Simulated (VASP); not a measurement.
Si2Sn:

```xyz
6
Lattice="3.6739 0.0000 0.0000 -1.8370 3.1817 0.0000 0.0000 0.0000 10.5907" Properties=species:S:1:pos:R:3 pbc="T T T"
Si    0.0000    2.1211    5.2954
Si    1.8370    1.0606    0.0000
Si    1.8370    1.0606    3.9168
Si    1.8370    1.0606    6.6740
Sn    0.0000    2.1211    8.7666
Sn    0.0000    2.1211    1.8242
```

- Program: VASP 6.6.1
- Task: relaxation of cell and atoms
- Functional: PBE
- Potentials or basis: VASP PAW PBE potentials, release 64 (Si, Sn_d)
- Cutoff: 600 eV
- k mesh: 12 × 12 × 4
- Occupations: gaussian, width 0.1 eV
- Spin: no spin polarisation

At the start: pressure 0.4 GPa; volume 20.63 Å³/atom.

Task: How do energy, volume and symmetry change on relaxing?

Result: Over 13 steps the energy falls by 4.6 meV/atom and the volume is 20.86 Å³/atom (+1.1 %); space group P-6m2 (No. 187, to 0.05 Å).

Step by step:
```
step  energy change (eV)  largest force (eV/Å)  pressure (GPa)  volume (Å³)
   1              0.0000                0.1649            0.37       123.80
   2             -0.0165                0.2134           -0.20       124.64
   3             -0.0173                0.2353           -0.34       124.87
   4             -0.0238                0.1107            0.11       124.33
   5             -0.0247                0.0485            0.38       124.03
   6             -0.0269                0.0453            0.08       124.87
   7             -0.0270                0.0449            0.01       125.08
   8             -0.0270                0.0451           -0.01       125.11
   9             -0.0273                0.0308           -0.02       125.18
  10             -0.0275                0.0144           -0.05       125.26
  11             -0.0275                0.0098           -0.07       125.30
  12             -0.0275                0.0102            0.09       125.06
  13             -0.0276                0.0017            0.02       125.18
```

Final structure:
```
Si Sn
1.0
     3.66095    0.00000    0.00000
    -1.83047    3.17047    0.00000
     0.00000    0.00000   10.78470
Si Sn
4 2
Cartesian
  0.0000 2.1136 5.3924
  1.8305 1.0568 0.0000
  1.8305 1.0568 4.0251
  1.8305 1.0568 6.7597
  0.0000 2.1136 8.9697
  0.0000 2.1136 1.8150
```
